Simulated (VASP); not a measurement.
Bi, 1 atom in the cell. The structure is cubic, space group Im-3m (No. 229). The conventional cell has a = 3.780 Å, b = 3.780 Å, c = 3.780 Å, α = 90.00°, β = 90.00°, γ = 90.00°. Within 4.3 Å of Bi (site symmetry m-3m) lie 14 Bi at 3.27 to 3.78 Å. This isn't the form of Bi at room conditions, which is rhombohedral.

| Property | Result |
| --- | --- |
| Program | VASP 6.6.1 |
| Task | single point |
| Functional | LDA |
| Potentials or basis | VASP PAW LDA potentials, release 64 (Bi_d) |
| Cutoff | 500 eV |
| k mesh | 14 × 14 × 14 |
| Occupations | fermi-dirac, width 0.1 eV |
| Spin | no spin polarisation |
| Dipole correction | no |
| Further INCAR settings | ALGO = Normal; EDIFF = 1e-06; NBANDS = 14 |

Potentials or basis: VASP PAW LDA potentials, release 64 (Bi_d).

Launch:

```console
$ cat potpaw_LDA.64/Bi_d/POTCAR > POTCAR
$ mpirun -np 1 vasp_std > vasp.out
```

Hardware: 1 thread of Intel Xeon 8259CL (shared host).

**Question.** How long does it take, and how much memory?

**Answer.** Run time: 21 s on 1 thread of Intel Xeon 8259CL (shared host), peak memory 0.15 GiB. Counts: scf iterations 10, k points 104.
